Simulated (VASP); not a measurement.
A run of VASP 6.6.1 is set up as follows.

Contents of INCAR:

```
PREC = Accurate
ENCUT = 520
EDIFF = 1E-6
ISMEAR = -1
SIGMA = 0.02
LREAL = F
LASPH = T
NELM = 80
ALGO = Normal
ISIF = 2
LWAVE = F
LCHARG = F
GGA = PE
NBANDS = 28
```

KPOINTS

```
Automatic mesh
0
Gamma
  6 6 4
```

File POSCAR:

```
PbO
1.0
    3.6822939860      0.0000000000      0.0000000000
   -1.8411469930      3.1889601361      0.0000000000
    0.0000000000      0.0000000000      6.6355134646
Pb O
2 2
Direct
    0.0000000000      0.0000000000      0.0000000000
    0.0000000000      0.0000000000      0.5000000000
    0.3333333333      0.6666666667      0.2500000000
    0.6666666667      0.3333333333      0.7500000000
```

Potentials or basis: VASP PAW PBE potentials, release 64 (Pb_d, O).

The run is started by

```sh
$ cat potpaw_PBE.64/Pb_d/POTCAR potpaw_PBE.64/O/POTCAR > POTCAR
$ mpirun -np 1 vasp_std > vasp.out
```

Predict the pressure.

-4.4 GPa.

Predict the band gap on the k mesh.

0.03 eV, indirect (least direct gap 0.44 eV).

Stress tensor (GPa, compression positive):
```
-4.01  0.00  0.00
 0.00 -4.01  0.00
 0.00  0.00 -5.29
```

Caveat: spin-orbit coupling is left out, which moves the levels of the heavy elements. A k mesh can miss the band edges.
